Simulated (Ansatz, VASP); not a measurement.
**Cr in VASP and in Ansatz**

```
Cr
1.0
    -1.42400    1.42400    1.42400
     1.42400   -1.42400    1.42400
     1.42400    1.42400   -1.42400
Cr
1
Direct
  0.00000 0.00000 0.00000
```

Alike in both runs: functional PBE; k mesh 28 × 28 × 28; occupations gaussian, width 0.1 eV; no spin polarisation.

Ansatz relaxed the structure, and its values are those at the end. VASP's run is a single point on that final structure, the one shown.

```csv
,VASP,Ansatz
version,VASP 6.6.1,Ansatz 0.2.0
potentials or method,"VASP PAW PBE potentials, release 64 (Cr_pv), cutoff 520 eV","scalar-relativistic, plane waves, PAW"
valence electrons in the cell,12,14
```

```tsv
	VASP	Ansatz	Ansatz less VASP
gap on the k mesh at the Fermi level (eV)	none	none	-
pressure (GPa)	-0.5	0.0	+0.51
```

A gap of «none» marks a metal or a gap that the smearing closes. VASP's potentials hold 12 valence electrons a cell and Ansatz's 14, so a difference there can come from the potentials and not from the codes.
